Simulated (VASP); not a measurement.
# Cd (Fmmm) in VASP: single point with PBE

Aim: the single point of Cd with PBE.

Program: VASP 6.6.1. These are calculated values, not measurements. Logs are shortened: lines on timing, memory, paths and dates and some standing lists are left out, and cuts for length are marked.

**1. The cell of the first run**

It takes space group Fmmm (No. 69, orthorhombic). Conventional cell: a = 4.328 Å, b = 4.508 Å, c = 4.629 Å, α = 90.00°, β = 90.00°, γ = 90.00°. Within 4.1 Å of Cd (site symmetry mmm) lie 12 Cd at 3.12 to 3.23 Å.

**2. Single point, PBE (normal strain along x -0.0400, normal strain along y +0.0267)**

INCAR reads:

```
PREC = Accurate ; ENCUT = 520
EDIFF = 1E-6 ; ISMEAR = 0
SIGMA = 0.15 ; LREAL = False
LASPH = True ; NELM = 60
ALGO = Fast ; ISIF = 2
LWAVE = False ; LCHARG = True
GGA = PE ; LELF = True
LVHAR = True ; NBANDS = 12
```

KPOINTS reads:

```
Automatic mesh
0
Gamma
  18 18 18
```

POSCAR reads:

```
Cd
1.0
    0.0000000000      2.3143393943      2.2541534960
    2.1639873562      0.0000000000      2.2541534960
    2.1639873562      2.3143393943      0.0000000000
Cd
1
Direct
    0.0000000000      0.0000000000      0.0000000000
```

Potentials or basis: VASP PAW PBE potentials, release 64 (Cd).

Run with:

```sh
$ cat potpaw_PBE.64/Cd/POTCAR > POTCAR
$ mpirun -np 1 vasp_std > vasp.out
```

OUTCAR:

```text
PREC = Accurate
   ENCUT = 520
   EDIFF = 1E-6
   ISMEAR = 0
   LREAL = False
   LASPH = True
   NELM = 60
   ISIF = 2
   GGA = PE

 ion  position               nearest neighbor table
   1  0.000  0.000  0.000-

  LATTYP: Found a face centered orthorhombic cell.
 ALAT       =     4.3279747124
 B/A-ratio  =     1.0416666666
 C/A-ratio  =     1.0694791666

  Lattice vectors:

 A1 = (   0.0000000000,   2.3143393943,  -2.2541534960)
 A2 = (   2.1639873562,   2.3143393943,   0.0000000000)
 A3 = (   2.1639873562,   0.0000000000,  -2.2541534960)

Analysis of symmetry for initial positions (statically):
=====================================================================
 Subroutine PRICEL returns:
 Original cell was already a primitive cell.

 Routine SETGRP: Setting up the symmetry group for a
 face centered orthorhombic supercell.

 Subroutine GETGRP returns: Found  8 space group operations
 (whereof  8 operations were pure point group operations)
 out of a pool of  8 trial point group operations.

The static configuration has the point symmetry D_2h.

Analysis of symmetry for dynamics (positions and initial velocities):
=====================================================================
 Subroutine PRICEL returns:
 Original cell was already a primitive cell.

 Routine SETGRP: Setting up the symmetry group for a
 face centered orthorhombic supercell.

 Subroutine GETGRP returns: Found  8 space group operations
 (whereof  8 operations were pure point group operations)
 out of a pool of  8 trial point group operations.

The dynamic configuration has the point symmetry D_2h.

 Subroutine INISYM returns: Found  8 space group operations
 (whereof  8 operations are pure point group operations),
 and found     1 'primitive' translations

----------------------------------------------------------------------------------------

                                     Primitive cell

  volume of cell :      22.5785

  direct lattice vectors                    reciprocal lattice vectors
     0.000000000  2.314339394  2.254153496    -0.231054954  0.216044372  0.221812756
     2.163987356  0.000000000  2.254153496     0.231054954 -0.216044372  0.221812756
     2.163987356  2.314339394  0.000000000     0.231054954  0.216044372 -0.221812756

  length of vectors
     3.230692622  3.124747872  3.168439381     0.386345003  0.386345003  0.386345003

  position of ions in fractional coordinates (direct lattice)
     0.000000000  0.000000000  0.000000000

  ion indices of the primitive-cell ions
   primitive index   ion index
                 1           1

----------------------------------------------------------------------------------------

 KPOINTS: Automatic mesh

Automatic generation of k-mesh.
 Grid dimensions read from file:
 generate k-points for:   18   18   18

 Generating k-lattice:

  Cartesian coordinates                     Fractional coordinates (reciprocal lattice)
    -0.012836386  0.012002465  0.012322931     0.055555556  0.000000000 -0.000000000
     0.012836386 -0.012002465  0.012322931     0.000000000  0.055555556  0.000000000
     0.012836386  0.012002465 -0.012322931    -0.000000000 -0.000000000  0.055555556

  Length of vectors
     0.021463611  0.021463611  0.021463611

  Shift w.r.t. Gamma in fractional coordinates (k-lattice)
     0.000000000  0.000000000  0.000000000

 Subroutine IBZKPT returns following result:
 ===========================================

 Found    865 irreducible k-points:

 Following reciprocal coordinates:
            Coordinates               Weight
  0.000000  0.000000  0.000000      1.000000
  0.055556  0.000000  0.000000      8.000000
  0.111111  0.000000  0.000000      8.000000
  0.166667  0.000000  0.000000      8.000000
  0.222222  0.000000 -0.000000      8.000000
  0.277778  0.000000  0.000000      8.000000
[... 16 lines left out ...]
 -0.277778  0.055556  0.000000      8.000000
 -0.222222  0.055556  0.000000      8.000000
 [... further k-points ...]
   k-points           NKPTS =    865   k-points in BZ     NKDIM =    865   number of bands    NBANDS=     12
   number of dos      NEDOS =    301   number of ions     NIONS =      1
   total plane-waves  NPLWV =  13824
   dimension x,y,z NGX =    24 NGY =   24 NGZ =   24
   dimension x,y,z NGXF=    48 NGYF=   48 NGZF=   48
   ions per type =               1
   NGX,Y,Z   is equivalent  to a cutoff of  12.35, 12.77, 12.59 a.u.
   NGXF,Y,Z  is equivalent  to a cutoff of  24.70, 25.54, 25.19 a.u.
 SYSTEM =  unknown system
   PREC   = accura    normal or accurate (medium, high low for compatibility)
   ISTART =      0    job   : 0-new  1-cont  2-samecut
   ICHARG =      2    charge: 1-file 2-atom 10-const
   ISPIN  =      1    spin polarized calculation?
   LNONCOLLINEAR =      F non collinear calculations
   LSORBIT =      F    spin-orbit coupling
   LASPH  =      T    aspherical Exc in radial PAW
   ENCUT  =  520.0 eV  38.22 Ry    6.18 a.u.   6.01  5.81  5.89*2*pi/ulx,y,z
   NELM   =     60;   NELMIN=  2; NELMDL= -5     # of ELM steps
   EDIFF  = 0.1E-05   stopping-criterion for ELM
   LREAL  =      F    real-space projection
   EDIFFG = 0.1E-04   stopping-criterion for IOM
   NSW    =      0    number of steps for IOM
   IBRION =     -1    ionic relax: 0-MD 1-quasi-New 2-CG
   NFREE  =      0    steps in history (QN), initial steepest desc. (CG)
   ISIF   =      2    stress and relaxation
   ISYM   =      2    0-nonsym 1-usesym 2-fastsym
   POTIM  = 0.5000    time-step for ionic-motion
   TEBEG  =    0.0;   TEEND  =   0.0 temperature during run
   PSTRESS=    0.0 pullay stress
   NELECT =      12.0000    total number of electrons
   NUPDOWN=      -1.0000    fix difference up-down
   EMIN   =  10.00;   EMAX   =-10.00  energy-range for DOS
   EFERMI =   0.00;   METHOD = LEGACY
   ISMEAR =     0;   SIGMA  =   0.15  broadening in eV -4-tet -1-fermi 0-gaus
   EFERMI_NEDOS =   21; number of points for ismear=-14 and -15
   IALGO  =     68    algorithm
   IMIX   =      4    mixing-type and parameters
     AMIX     =   0.40;   BMIX     =  1.00
     AMIX_MAG =   1.60;   BMIX_MAG =  1.00
  volume/ion in A,a.u.               =      22.58       152.37
  Fermi-wavevector in a.u.,A,eV,Ry     =   1.326081  2.505930 23.925732  1.758492
  Thomas-Fermi vector in A             =   2.455495
   LORBIT       =      0    0 simple, 1 ext, 2 COOP (PROOUT), +10 PAW based schemes
   GGA     = PE    functional components
   LHFCALC =     F    Hartree Fock is set to
   AEXX    =    0.0000 exact exchange contribution
   IVDW    =     0    specifies the selected vdW correction
   LEPSILON=     F    determine dielectric tensor
   LRPA    =     F    only Hartree local field effects (RPA)
 non-spin polarized calculation
 RMM-DIIS sequential band-by-band and
 Gauss-broadening in eV      SIGMA  =   0.15
  energy-cutoff  :      520.00
  volume of cell :       22.58
 maximum number of plane-waves:       630
   NGX = 13   NGY = 11   NGZ = 11

 number of electron      11.9999994 magnetization

 Free energy of the ion-electron system (eV)
  ---------------------------------------------------
  ext. energy  EPLUGINS =         0.00000000
  ---------------------------------------------------
  free energy    TOTEN  =        -0.73653648 eV

  energy without entropy =       -0.73249250  energy(sigma->0) =       -0.73451449

 E-fermi :   2.5728     XC(G=0): -10.8086

 val. band max:        2.5657665583   @ k =  -0.4444   0.1111   0.1667
 cond. band min:       2.5879520324   @ k =   0.3889  -0.2778   0.2222
 fundamental gap:      0.0221854741
 Fermi energy:         2.5727826883

 k-point     1 :       0.0000    0.0000    0.0000
  band No.  band energies     occupation
      1      -6.5474      2.00000
      2      -6.4595      2.00000
      3      -6.3459      2.00000
      4      -6.1178      2.00000
      5      -5.9599      2.00000
      6      -5.9399      2.00000
      7      16.4172      0.00000
      8      17.2079      0.00000
      9      17.2370      0.00000
     10      17.2873      0.00000
     11      20.4590      0.00000
     12      20.5816      0.00000

 k-point     2 :       0.0556    0.0000    0.0000
  band No.  band energies     occupation
      1      -6.5401      2.00000
      2      -6.4537      2.00000
      3      -6.3422      2.00000
      4      -6.1182      2.00000
      5      -5.9631      2.00000
      6      -5.8635      2.00000
      7      15.8479      0.00000
      8      16.6620      0.00000
      9      17.1025      0.00000
     10      17.1203      0.00000
     11      20.7188      0.00000
     12      20.9162      0.00000

 k-point     3 :       0.1111    0.0000    0.0000
  band No.  band energies     occupation
      1      -6.5351      2.00000
      2      -6.4412      2.00000
      3      -6.3284      2.00000
      4      -6.1142      2.00000
      5      -5.9744      2.00000
      6      -5.6185      2.00000
      7      13.9125      0.00000
      8      16.5148      0.00000
      9      16.7412      0.00000
     10      16.9005      0.00000
     11      20.6294      0.00000
     12      21.3001      0.00000
[... 286 lines left out ...]
 k-point    23 :      -0.2778    0.0556    0.0000
  band No.  band energies     occupation
      1      -6.7173      2.00000
      2      -6.4470      2.00000
      3      -6.2948      2.00000
      4      -5.9478      2.00000
      5      -5.8768      2.00000
      6      -3.4593      2.00000
      7       7.1318      0.00000
      8      13.7593      0.00000
      9      15.5771      0.00000
     10      17.3491      0.00000
     11      18.5023      0.00000
     12      20.4736      0.00000

 k-point    24 :      -0.2222    0.0556    0.0000
  band No.  band energies     occupation
      1      -6.6428      2.00000
      2      -6.4202      2.00000
      3      -6.2824      2.00000
      4      -6.0319      2.00000
      5      -5.9481      2.00000
      6      -4.2769      2.00000
      7       9.0969      0.00000
      8      14.0172      0.00000
      9      16.2253      0.00000
     10      17.5968      0.00000
     11      18.7052      0.00000
     12      20.7854      0.00000

 [... further k-points ...]

------------------------ aborting loop because EDIFF is reached ----------------------------------------

  FORCE on cell =-STRESS in cart. coord.  units (eV):
  Direction    XX          YY          ZZ          XY          YZ          ZX
  --------------------------------------------------------------------------------------
  -------------------------------------------------------------------------------------
  Total        0.2551130     -0.0312908      0.1461764      0.0000000      0.0000000      0.0000000
  in kB       18.1028881     -2.2204017     10.3727175      0.0000000      0.0000000      0.0000000
  external PRESSURE =       8.7517346 kB  Pullay stress =       0.0000000 kB

 VOLUME and BASIS-vectors are now :
 -----------------------------------------------------------------------------
  energy-cutoff  :      520.00
  volume of cell :       22.58
      direct lattice vectors                 reciprocal lattice vectors
     0.000000000  2.314339394  2.254153496    -0.231054954  0.216044372  0.221812756
     2.163987356  0.000000000  2.254153496     0.231054954 -0.216044372  0.221812756
     2.163987356  2.314339394  0.000000000     0.231054954  0.216044372 -0.221812756

 POSITION                                       TOTAL-FORCE (eV/Angst)
 -----------------------------------------------------------------------------------
      0.00000      0.00000      0.00000        -0.000000      0.000000      0.000000
 -----------------------------------------------------------------------------------
    total drift:                                0.000000      0.000000     -0.000000

  FREE ENERGIE OF THE ION-ELECTRON SYSTEM (eV)
  ---------------------------------------------------
  free  energy   TOTEN  =        -0.7365364845 eV

  energy  without entropy=       -0.7324924967  energy(sigma->0) =       -0.73451449
```

Wall time 5.9 min (1 thread of AMD EPYC 7R13, shared host); peak memory 0.3 GiB.

What came out:

* Free energy: -0.7365 eV
* Pressure: 0.9 GPa
* Band gap on the k mesh: zero (band 6 reaches 4.52 eV, above the bottom of band 7 at 1.24 eV)

Levels at points of the mesh, in eV from the Fermi level:
```csv
k point,band 3,band 4,band 5,band 6,band 7,band 8,band 9,band 10
"(0.00, 0.00, 0.00)",-8.92,-8.69,-8.53,-8.51,13.84,14.64,14.66,14.71
"(0.50, 0.00, 0.00)",-8.94,-8.30,-8.22,-2.16,-1.34,11.47,12.39,13.68
"(0.50, 0.50, 0.00)",-8.29,-8.24,-8.11,-0.75,1.19,6.69,6.93,10.94
"(0.50, 0.00, 0.50)",-8.28,-8.21,-8.14,-1.07,0.66,7.14,7.28,11.30
"(0.00, 0.50, 0.50)",-8.28,-8.19,-8.13,-0.21,2.04,6.10,6.21,10.22
```

Caveat: the cell differs from its parent crystal (normal strain along x -0.0400, normal strain along y +0.0267).
